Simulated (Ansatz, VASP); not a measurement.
BeSiSb2 in VASP and in Ansatz

```
Be Sb Si
1.0
     4.12185    0.00000    0.00000
     0.00000    4.12185    0.00000
     0.00000    0.00000    6.03812
Be Sb Si
1 2 1
Direct
  0.00000 0.00000 0.00000
  0.00000 0.50000 0.22916
  0.50000 0.00000 0.77084
  0.50000 0.50000 0.50000
```

Change from the starting cell: uniaxial_z strain +4.5%.

Alike in both runs: task single point; functional HSE06; k mesh 4 × 4 × 4; occupations fermi-dirac, width 0.02 eV; no spin polarisation.

|  | VASP | Ansatz |
| --- | --- | --- |
| version | VASP 6.6.1 | Ansatz 0.2.0 |
| potentials or method | VASP PAW PBE potentials, release 64 (Be, Sb, Si) | plane waves, PAW |
| plane-wave cutoff (eV) | 520 | 420 |
| valence electrons in the cell | 16 | 36 |

Ansatz gave:

| Item | Value |
| --- | --- |
| pressure (GPa) | -3.0 |
| rms of the force components (eV/Å) | 0.026 |

Task: Which values does VASP return?

Result: Pressure (GPa): -3.6; rms of the force components (eV/Å): 0.038.

VASP's potentials hold 16 valence electrons a cell and Ansatz's 36, so a difference there can come from the potentials and not from the codes. Ansatz's warnings: stress exchange threshold loose, stress scf threshold loose.

Spin-orbit coupling is off throughout.
